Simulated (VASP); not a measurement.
Set up this calculation in VASP 6.6.1, as the native input.

| Item | Value |
| --- | --- |
| Task | single point |
| Functional | PBE |
| Potentials or basis | VASP PAW PBE potentials, release 64 (Pt, S) |
| Cutoff | 520 eV |
| k mesh | 12 × 12 × 8 |
| Occupations | gaussian, width 0.05 eV |
| Spin | no spin polarisation |
| Dipole correction | no |
| Further INCAR settings | ALGO = Normal; EDIFF = 1e-06; NBANDS = 18 |

The structure of PtS2 lies in POSCAR:

```
PtS2
1.0
    3.5431994758      0.0000000000      0.0000000000
   -1.7715997379      3.0685007567      0.0000000000
    0.0000000000      0.0000000000      5.0388000000
Pt S
1 2
Direct
    0.0000000000      0.0000000000      0.0000000000
    0.3333333333      0.6666666667      0.1904620148
    0.6666666667      0.3333333333      0.7500000000
```

This cell differs from its parent crystal: atom 2 (S) moved by (+0.000, -0.300) A along [1 1 0] and z.

The input as run:

INCAR

```
SYSTEM = PtS2
PREC = Accurate ; ENCUT = 520
EDIFF = 1E-6 ; ISMEAR = 0
SIGMA = 0.05 ; LREAL = .FALSE.
LASPH = .TRUE. ; NELM = 80
ALGO = Normal ; ISIF = 2
LWAVE = .FALSE. ; LCHARG = .FALSE.
GGA = PE ; NBANDS = 18
```

KPOINTS

```
Automatic mesh
0
G
  12 12 8
  0 0 0
```

Potentials or basis: VASP PAW PBE potentials, release 64 (Pt, S).

Command:

```bash
$ cat potpaw_PBE.64/Pt/POTCAR potpaw_PBE.64/S/POTCAR > POTCAR
$ mpirun -np 1 vasp_std > vasp.out
```

It gave:

```json
{
  "Pressure": "15.0 GPa",
  "Largest force": "3.470 eV/Å",
  "Band gap on the k mesh": "0.61 eV (least direct gap 0.87 eV)"
}
```

Caveat: the cell differs from its parent crystal (atom 2 (S) moved by (+0.000, -0.300) A along [1 1 0] and z); the cell stands under pressure; spin-orbit coupling is left out, which moves the levels of the heavy elements; forces of over 1 eV/Å act on the atoms, so gaps and moduli don't describe the material at rest.

It took 53 s on 1 thread of AMD EPYC 9R45 96-Core Processor (Zen 5), with other jobs on the host, peak memory 0.24 GiB.
